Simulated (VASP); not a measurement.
# Ge3N4 (P6_3/m) in VASP: a series of runs

Aim: see how the results for Ge3N4 move with the level of theory and the settings. Levels: PBE, r2SCAN. Tasks: single point.

Everything below comes from runs of VASP 6.6.1. Logs are shortened: lines on timing, memory, paths and dates and some standing lists are left out, and cuts for length are marked.

## 1. The cell of the first run

The structure is hexagonal, space group P6_3/m (No. 176). The conventional cell has a = 8.044 Å, b = 8.044 Å, c = 3.049 Å, α = 90.00°, β = 90.00°, γ = 120.00°. Within 2.4 Å of Ge (site symmetry m) lie 4 N at 1.83 to 1.84 Å. N (site symmetry -6) has 3 Ge at 1.83 Å within 2.4 Å. N (site symmetry m) has 3 Ge at 1.83 to 1.84 Å within 2.4 Å.

## 2. Single point, PBE (uniaxial z strain -1.0%)

File INCAR:

```
SYSTEM = Ge3N4
ALGO = Normal
EDIFF = 1E-6
ENCUT = 600
GGA = PE
GGA_COMPAT = .False.
ISIF = 2
ISMEAR = -1
LASPH = .True.
LCHARG = .False.
LREAL = .False.
LWAVE = .False.
NBANDS = 75
NELM = 120
PREC = Accurate
SIGMA = 0.02
```

File KPOINTS:

```
k-points
0
Gamma
  6 6 8
  0 0 0
```

File POSCAR:

```
Ge3N4
1.0
    8.0439274434      0.0000000000      0.0000000000
   -4.0219637217      6.9662455122      0.0000000000
    0.0000000000      0.0000000000      3.0492555099
Ge N
6 8
Direct
    0.8289339218      0.2357159101      0.7500000000
    0.5932180117      0.8289339218      0.2500000000
    0.2357159101      0.4067819883      0.2500000000
    0.7642840899      0.5932180117      0.7500000000
    0.4067819883      0.1710660782      0.7500000000
    0.1710660782      0.7642840899      0.2500000000
    0.6666666667      0.3333333333      0.7500000000
    0.3333333333      0.6666666667      0.2500000000
    0.6694869443      0.9734757907      0.7500000000
    0.6960111536      0.6694869443      0.2500000000
    0.9734757907      0.3039888464      0.2500000000
    0.0265242093      0.6960111536      0.7500000000
    0.3305130557      0.0265242093      0.2500000000
    0.3039888464      0.3305130557      0.7500000000
```

Potentials or basis: VASP PAW PBE potentials, release 64 (Ge_d, N).

Started as:

```console
$ cat potpaw_PBE.64/Ge_d/POTCAR potpaw_PBE.64/N/POTCAR > POTCAR
$ mpirun -np 1 vasp_std > vasp.out
```

OUTCAR:

```text
SYSTEM = Ge3N4
   EDIFF = 1E-6
   ENCUT = 600
   GGA = PE
   ISIF = 2
   ISMEAR = -1
   LASPH = .True.
   LREAL = .False.
   NELM = 120
   PREC = Accurate

 ion  position               nearest neighbor table
   1  0.829  0.236  0.750-  11 1.83  11 1.83   7 1.83   9 1.84
   2  0.593  0.829  0.250-   9 1.83   9 1.83   8 1.83  10 1.84
   3  0.236  0.407  0.250-  14 1.83  14 1.83   8 1.83  11 1.84
   4  0.764  0.593  0.750-  10 1.83  10 1.83   7 1.83  12 1.84
   5  0.407  0.171  0.750-  13 1.83  13 1.83   7 1.83  14 1.84
   6  0.171  0.764  0.250-  12 1.83  12 1.83   8 1.83  13 1.84
   7  0.667  0.333  0.750-   1 1.83   5 1.83   4 1.83
   8  0.333  0.667  0.250-   6 1.83   2 1.83   3 1.83
   9  0.669  0.973  0.750-   2 1.83   2 1.83   1 1.84
  10  0.696  0.669  0.250-   4 1.83   4 1.83   2 1.84
  11  0.973  0.304  0.250-   1 1.83   1 1.83   3 1.84
  12  0.027  0.696  0.750-   6 1.83   6 1.83   4 1.84
  13  0.331  0.027  0.250-   5 1.83   5 1.83   6 1.84
  14  0.304  0.331  0.750-   3 1.83   3 1.83   5 1.84

  LATTYP: Found a hexagonal cell.
 ALAT       =     8.0439274434
 C/A-ratio  =     0.3790754618

  Lattice vectors:

 A1 = (   8.0439274434,   0.0000000000,   0.0000000000)
 A2 = (  -4.0219637217,   6.9662455122,   0.0000000000)
 A3 = (   0.0000000000,   0.0000000000,   3.0492555099)

Analysis of symmetry for initial positions (statically):
=====================================================================
 Subroutine PRICEL returns:
 Original cell was already a primitive cell.

 Routine SETGRP: Setting up the symmetry group for a
 hexagonal supercell.

 Subroutine GETGRP returns: Found 12 space group operations
 (whereof  6 operations were pure point group operations)
 out of a pool of 24 trial point group operations.

The static configuration has the point symmetry S_6 .
 The point group associated with its full space group is C_6h.

Analysis of symmetry for dynamics (positions and initial velocities):
=====================================================================
 Subroutine PRICEL returns:
 Original cell was already a primitive cell.

 Routine SETGRP: Setting up the symmetry group for a
 hexagonal supercell.

 Subroutine GETGRP returns: Found 12 space group operations
 (whereof  6 operations were pure point group operations)
 out of a pool of 24 trial point group operations.
[... 137 lines left out ...]
   NELECT =     124.0000    total number of electrons
   NUPDOWN=      -1.0000    fix difference up-down
   EMIN   =  10.00;   EMAX   =-10.00  energy-range for DOS
   EFERMI =   0.00;   METHOD = LEGACY
   ISMEAR =    -1;   SIGMA  =   0.02  broadening in eV -4-tet -1-fermi 0-gaus
   EFERMI_NEDOS =   21; number of points for ismear=-14 and -15
   IALGO  =     38    algorithm
   IMIX   =      4    mixing-type and parameters
     AMIX     =   0.40;   BMIX     =  1.00
     AMIX_MAG =   1.60;   BMIX_MAG =  1.00
  volume/ion in A,a.u.               =      12.20        82.36
  Fermi-wavevector in a.u.,A,eV,Ry     =   1.471166  2.780101 29.447507  2.164331
  Thomas-Fermi vector in A             =   2.586335
   LORBIT       =      0    0 simple, 1 ext, 2 COOP (PROOUT), +10 PAW based schemes
   GGA     = PE    functional components
   LHFCALC =     F    Hartree Fock is set to
   AEXX    =    0.0000 exact exchange contribution
   IVDW    =     0    specifies the selected vdW correction
   LEPSILON=     F    determine dielectric tensor
   LRPA    =     F    only Hartree local field effects (RPA)
 non-spin polarized calculation
  energy-cutoff  :      600.00
  volume of cell :      170.87
 maximum number of plane-waves:      5752
   NGX = 33   NGY = 33   NGZ = 13

 number of electron     124.0000028 magnetization

 Free energy of the ion-electron system (eV)
  ---------------------------------------------------
  ext. energy  EPLUGINS =         0.00000000
  ---------------------------------------------------
  free energy    TOTEN  =       -94.10571486 eV

  energy without entropy =      -94.10571486  energy(sigma->0) =      -94.10571486

 E-fermi :   5.6777     XC(G=0): -10.9104

 val. band max:        5.2579518533   @ k =   0.0000   0.0000   0.0000
 cond. band min:       7.5341298062   @ k =   0.0000   0.0000   0.0000
 fundamental gap:      2.2761779529
 Fermi energy:         5.6777085761

 k-point     1 :       0.0000    0.0000    0.0000
  band No.  band energies     occupation
      1     -19.2744      2.00000
      2     -19.2449      2.00000
      3     -19.2449      2.00000
      4     -19.2399      2.00000
      5     -19.2025      2.00000
      6     -19.2025      2.00000
[... 1837 lines left out ...]
     73      12.8595      0.00000
     74      12.8750      0.00000

 [... further k-points ...]

 [bands above 74 left out]

------------------------ aborting loop because EDIFF is reached ----------------------------------------

  FORCE on cell =-STRESS in cart. coord.  units (eV):
  Direction    XX          YY          ZZ          XY          YZ          ZX
  --------------------------------------------------------------------------------------
  -------------------------------------------------------------------------------------
  Total        6.9837375      6.9837375     11.0734594     -0.0000013     -0.0000000      0.0000000
  in kB       65.4843846     65.4843846    103.8324649     -0.0000125     -0.0000000      0.0000000
  external PRESSURE =      78.2670780 kB  Pullay stress =       0.0000000 kB

 VOLUME and BASIS-vectors are now :
 -----------------------------------------------------------------------------
  energy-cutoff  :      600.00
  volume of cell :      170.87
      direct lattice vectors                 reciprocal lattice vectors
     8.043927443  0.000000000  0.000000000     0.124317382  0.071774674  0.000000000
    -4.021963722  6.966245512  0.000000000     0.000000000  0.143549348  0.000000000
     0.000000000  0.000000000  3.049255510     0.000000000  0.000000000  0.327948903

 POSITION                                       TOTAL-FORCE (eV/Angst)
 -----------------------------------------------------------------------------------
      5.71984      1.64205      2.28694         0.040673      0.028876      0.000000
      1.43786      5.77456      0.76231        -0.004671      0.049662      0.000000
      0.26002      2.83374      0.76231         0.045344     -0.020786      0.000000
      3.76194      4.13250      2.28694        -0.045344      0.020786      0.000000
      2.58410      1.19169      2.28694         0.004671     -0.049662      0.000000
     -1.69788      5.32419      0.76231        -0.040673     -0.028876      0.000000
      4.02196      2.32208      2.28694        -0.000000      0.000000     -0.000000
     -0.00000      4.64416      0.76231        -0.000000      0.000000     -0.000000
      1.47002      6.78147      2.28694        -0.007944      0.044075      0.000000
      2.90601      4.66381      0.76231        -0.042142      0.015158      0.000000
      6.60794      2.11766      0.76231         0.034198      0.028917     -0.000000
     -2.58597      4.84858      2.28694        -0.034198     -0.028917      0.000000
      2.55194      0.18477      0.76231         0.007944     -0.044075     -0.000000
      1.11595      2.30244      2.28694         0.042142     -0.015158     -0.000000
 -----------------------------------------------------------------------------------
    total drift:                                0.000000      0.000000     -0.000000

  FREE ENERGIE OF THE ION-ELECTRON SYSTEM (eV)
  ---------------------------------------------------
  free  energy   TOTEN  =       -94.1057148599 eV

  energy  without entropy=      -94.1057148599  energy(sigma->0) =      -94.10571486
```

OSZICAR:

```text
N       E                     dE             d eps       ncg     rms          rms(c)
DAV:   1     0.213088454680E+04    0.21309E+04   -0.56403E+04  8159   0.477E+03
DAV:   2     0.430522916873E+03   -0.17004E+04   -0.16099E+04  6000   0.131E+03
DAV:   3    -0.519577890603E+02   -0.48248E+03   -0.46162E+03  6518   0.336E+02
DAV:   4    -0.107536767356E+03   -0.55579E+02   -0.54609E+02  6857   0.128E+02
DAV:   5    -0.110386569678E+03   -0.28498E+01   -0.28243E+01  7520   0.282E+01    0.239E+01
DAV:   6    -0.939101982473E+02    0.16476E+02   -0.55411E+01  8960   0.560E+01    0.838E+00
DAV:   7    -0.941725271779E+02   -0.26233E+00   -0.61424E+00  7072   0.103E+01    0.538E+00
DAV:   8    -0.941220770422E+02    0.50450E-01   -0.55641E-01  8437   0.818E+00    0.111E+00
DAV:   9    -0.941023680344E+02    0.19709E-01   -0.13943E-01  8512   0.322E+00    0.294E-01
DAV:  10    -0.941048254981E+02   -0.24575E-02   -0.13756E-02  7714   0.867E-01    0.161E-01
DAV:  11    -0.941056696255E+02   -0.84413E-03   -0.23756E-03  7032   0.376E-01    0.330E-02
DAV:  12    -0.941056853795E+02   -0.15754E-04   -0.12153E-04  8360   0.981E-02    0.148E-02
DAV:  13    -0.941057110209E+02   -0.25641E-04   -0.31830E-05  7184   0.403E-02    0.642E-03
DAV:  14    -0.941057150595E+02   -0.40386E-05   -0.12212E-05  6704   0.167E-02    0.467E-03
DAV:  15    -0.941057148599E+02    0.19960E-06   -0.16039E-06  4800   0.121E-02
   1 F= -.94105715E+02 E0= -.94105715E+02  d E =-.249372E-10
```

Run time: 8 min. Hardware: 1 thread of Intel Xeon Platinum 8488C (Sapphire Rapids), shared host; peak memory 0.57 GiB.

What came out:

```
Free energy            : -94.1057 eV
Pressure               : 7.8 GPa
Largest force          : 0.050 eV/Å
Band gap on the k mesh : 2.28 eV
```

Forces on the atoms (eV/Å):
```
Ge   0.041  0.029  0.000
Ge  -0.005  0.050  0.000
Ge   0.045 -0.021  0.000
Ge  -0.045  0.021  0.000
Ge   0.005 -0.050  0.000
Ge  -0.041 -0.029  0.000
N    0.000  0.000  0.000
N    0.000  0.000  0.000
N   -0.008  0.044  0.000
N   -0.042  0.015  0.000
N    0.034  0.029  0.000
N   -0.034 -0.029  0.000
N    0.008 -0.044  0.000
N    0.042 -0.015  0.000
```

Caveat: the cell differs from its parent crystal (uniaxial z strain -1.0%); the cell stands under pressure. A k mesh can miss the band edges.

## 3. Single point, r2SCAN (uniaxial z strain -1.0%)

POSCAR is that of step 2.

File INCAR.step1:

```
ALGO = Normal ; EDIFF = 1E-5
ENCUT = 660 ; GGA = PE
GGA_COMPAT = F ; ISMEAR = 0
KPAR = 4 ; LASPH = T
LCHARG = F ; LREAL = F
LWAVE = T ; NBANDS = 75
NELM = 120 ; PREC = Accurate
SIGMA = 0.01
```

File INCAR.step2:

```
ALGO = Normal ; EDIFF = 1E-6
ENCUT = 660 ; GGA_COMPAT = F
ISIF = 2 ; ISMEAR = 0
ISTART = 1 ; KPAR = 4
LASPH = T ; LCHARG = F
LMIXTAU = T ; LREAL = F
LWAVE = F ; METAGGA = R2SCAN
NBANDS = 75 ; NELM = 120
PREC = Accurate ; SIGMA = 0.01
```

File KPOINTS:

```
k-points
0
Gamma
  6 6 8
```

Potentials or basis: VASP PAW PBE potentials, release 64 (Ge_d, N).

Started as:

```console
$ cat potpaw_PBE.64/Ge_d/POTCAR potpaw_PBE.64/N/POTCAR > POTCAR
$ cp INCAR.step1 INCAR
$ mpirun -np 4 vasp_std > vasp.out
$ cp INCAR.step2 INCAR
$ mpirun -np 4 vasp_std > vasp.out
```

OUTCAR:

```text
EDIFF = 1E-6
   ENCUT = 660
   ISIF = 2
   ISMEAR = 0
   ISTART = 1
   LASPH = T
   LREAL = F
   METAGGA = R2SCAN
   NELM = 120
   PREC = Accurate

 ion  position               nearest neighbor table
   1  0.829  0.236  0.750-  11 1.83  11 1.83   7 1.83   9 1.84
   2  0.593  0.829  0.250-   9 1.83   9 1.83   8 1.83  10 1.84
   3  0.236  0.407  0.250-  14 1.83  14 1.83   8 1.83  11 1.84
   4  0.764  0.593  0.750-  10 1.83  10 1.83   7 1.83  12 1.84
   5  0.407  0.171  0.750-  13 1.83  13 1.83   7 1.83  14 1.84
   6  0.171  0.764  0.250-  12 1.83  12 1.83   8 1.83  13 1.84
   7  0.667  0.333  0.750-   1 1.83   5 1.83   4 1.83
   8  0.333  0.667  0.250-   6 1.83   2 1.83   3 1.83
   9  0.669  0.973  0.750-   2 1.83   2 1.83   1 1.84
  10  0.696  0.669  0.250-   4 1.83   4 1.83   2 1.84
  11  0.973  0.304  0.250-   1 1.83   1 1.83   3 1.84
  12  0.027  0.696  0.750-   6 1.83   6 1.83   4 1.84
  13  0.331  0.027  0.250-   5 1.83   5 1.83   6 1.84
  14  0.304  0.331  0.750-   3 1.83   3 1.83   5 1.84

  LATTYP: Found a hexagonal cell.
 ALAT       =     8.0439274434
 C/A-ratio  =     0.3790754618

  Lattice vectors:

 A1 = (   8.0439274434,   0.0000000000,   0.0000000000)
 A2 = (  -4.0219637217,   6.9662455122,   0.0000000000)
 A3 = (   0.0000000000,   0.0000000000,   3.0492555099)

Analysis of symmetry for initial positions (statically):
=====================================================================
 Subroutine PRICEL returns:
 Original cell was already a primitive cell.

 Routine SETGRP: Setting up the symmetry group for a
 hexagonal supercell.

 Subroutine GETGRP returns: Found 12 space group operations
[... 171 lines left out ...]
   IVDW    =     0    specifies the selected vdW correction
   LEPSILON=     F    determine dielectric tensor
   LRPA    =     F    only Hartree local field effects (RPA)
 non-spin polarized calculation
 Gauss-broadening in eV      SIGMA  =   0.01
  energy-cutoff  :      660.00
  volume of cell :      170.87
 maximum number of plane-waves:      6619
 NGX is ok and might be reduce to    70
   NGX = 33   NGY = 33   NGZ = 13

 number of electron     123.9999995 magnetization

 Free energy of the ion-electron system (eV)
  ---------------------------------------------------
  ext. energy  EPLUGINS =         0.00000000
  ---------------------------------------------------
  free energy    TOTEN  =      -158.91754796 eV

  energy without entropy =     -158.91754796  energy(sigma->0) =     -158.91754796

 E-fermi :   4.9818     XC(G=0): -11.8246

 val. band max:        4.9395088890   @ k =   0.0000   0.0000   0.0000
 cond. band min:       7.6537892159   @ k =   0.0000   0.0000   0.0000
 fundamental gap:      2.7142803270
 Fermi energy:         4.9818071162

 k-point     1 :       0.0000    0.0000    0.0000
  band No.  band energies     occupation
      1     -20.2348      2.00000
      2     -20.2025      2.00000
      3     -20.2025      2.00000
      4     -20.1994      2.00000
      5     -20.1524      2.00000
      6     -20.1524      2.00000
[... 1837 lines left out ...]
     73      13.2075      0.00000
     74      13.2077      0.00000

 [... further k-points ...]

 [bands above 74 left out]

------------------------ aborting loop because EDIFF is reached ----------------------------------------

  FORCE on cell =-STRESS in cart. coord.  units (eV):
  Direction    XX          YY          ZZ          XY          YZ          ZX
  --------------------------------------------------------------------------------------
  -------------------------------------------------------------------------------------
  Total        1.7520462      1.7520462      5.5804900      0.0000091      0.0000000      0.0000000
  in kB       16.4284049     16.4284049     52.3265591      0.0000850      0.0000000      0.0000000
  external PRESSURE =      28.3944563 kB  Pullay stress =       0.0000000 kB

 VOLUME and BASIS-vectors are now :
 -----------------------------------------------------------------------------
  energy-cutoff  :      660.00
  volume of cell :      170.87
      direct lattice vectors                 reciprocal lattice vectors
     8.043927443  0.000000000  0.000000000     0.124317382  0.071774674  0.000000000
    -4.021963722  6.966245512  0.000000000     0.000000000  0.143549348  0.000000000
     0.000000000  0.000000000  3.049255510     0.000000000  0.000000000  0.327948903

 POSITION                                       TOTAL-FORCE (eV/Angst)
 -----------------------------------------------------------------------------------
      5.71984      1.64205      2.28694        -0.003475      0.001157      0.000000
      1.43786      5.77456      0.76231        -0.002739     -0.002431      0.000000
      0.26002      2.83374      0.76231        -0.000735      0.003588      0.000000
      3.76194      4.13250      2.28694         0.000735     -0.003588      0.000000
      2.58410      1.19169      2.28694         0.002739      0.002431      0.000000
     -1.69788      5.32419      0.76231         0.003475     -0.001157      0.000000
      4.02196      2.32208      2.28694        -0.000000      0.000000      0.000000
     -0.00000      4.64416      0.76231        -0.000000      0.000000     -0.000000
      1.47002      6.78147      2.28694        -0.000952      0.010607      0.000000
      2.90601      4.66381      0.76231        -0.009662      0.004479     -0.000000
      6.60794      2.11766      0.76231         0.008710      0.006128     -0.000000
     -2.58597      4.84858      2.28694        -0.008710     -0.006128      0.000000
      2.55194      0.18477      0.76231         0.000952     -0.010607      0.000000
      1.11595      2.30244      2.28694         0.009662     -0.004479     -0.000000
 -----------------------------------------------------------------------------------
    total drift:                                0.000000      0.000000      0.000000

  FREE ENERGIE OF THE ION-ELECTRON SYSTEM (eV)
  ---------------------------------------------------
  free  energy   TOTEN  =      -158.9175479624 eV

  energy  without entropy=     -158.9175479624  energy(sigma->0) =     -158.91754796
```

OSZICAR.step1:

```text
N       E                     dE             d eps       ncg     rms          rms(c)
DAV:   1     0.222709756127E+04    0.22271E+04   -0.59144E+04  8230   0.501E+03
DAV:   2     0.461460275575E+03   -0.17656E+04   -0.16709E+04  6008   0.139E+03
DAV:   3    -0.463377491709E+02   -0.50780E+03   -0.48466E+03  6535   0.356E+02
DAV:   4    -0.107209927465E+03   -0.60872E+02   -0.59777E+02  6877   0.135E+02
DAV:   5    -0.110395695813E+03   -0.31858E+01   -0.31557E+01  7464   0.304E+01    0.238E+01
DAV:   6    -0.939023853393E+02    0.16493E+02   -0.54764E+01  8952   0.565E+01    0.833E+00
DAV:   7    -0.941908779949E+02   -0.28849E+00   -0.64729E+00  7240   0.110E+01    0.538E+00
DAV:   8    -0.941425903980E+02    0.48288E-01   -0.61206E-01  8432   0.862E+00    0.116E+00
DAV:   9    -0.941190782653E+02    0.23512E-01   -0.15753E-01  8488   0.341E+00    0.296E-01
DAV:  10    -0.941215873000E+02   -0.25090E-02   -0.14963E-02  7928   0.887E-01    0.171E-01
DAV:  11    -0.941224776806E+02   -0.89038E-03   -0.23337E-03  7000   0.345E-01    0.358E-02
DAV:  12    -0.941224981189E+02   -0.20438E-04   -0.12153E-04  8272   0.106E-01    0.165E-02
DAV:  13    -0.941225254231E+02   -0.27304E-04   -0.35525E-05  5160   0.534E-02    0.679E-03
DAV:  14    -0.941225300308E+02   -0.46076E-05   -0.14746E-05  4704   0.209E-02
   1 F= -.94122530E+02 E0= -.94122530E+02  d E =-.385193E-29
```

Wall time 15 min (4 MPI ranks of Intel Xeon Platinum 8259CL at 2.50GHz (Skylake/Cascade Lake), shared host); peak memory 0.73 GiB.

What came out:

| Quantity | Value |
| --- | --- |
| Free energy | -158.9175 eV |
| Pressure | 2.8 GPa |
| Largest force | 0.011 eV/Å |
| Band gap on the k mesh | 2.71 eV |

Forces in eV/Å, atoms in the order of the input:
```
Ge  -0.003  0.001  0.000
Ge  -0.003 -0.002  0.000
Ge  -0.001  0.004  0.000
Ge   0.001 -0.004  0.000
Ge   0.003  0.002  0.000
Ge   0.003 -0.001  0.000
N    0.000  0.000  0.000
N    0.000  0.000  0.000
N   -0.001  0.011  0.000
N   -0.010  0.004  0.000
N    0.009  0.006  0.000
N   -0.009 -0.006  0.000
N    0.001 -0.011  0.000
N    0.010 -0.004  0.000
```

Stress tensor (GPa, compression positive):
```
1.64 0.00 0.00
0.00 1.64 0.00
0.00 0.00 5.23
```

Caveat: the cell differs from its parent crystal (uniaxial z strain -1.0%); the PAW data sets were made with another functional, which shifts forces and pressure a little. A k mesh can miss the band edges.
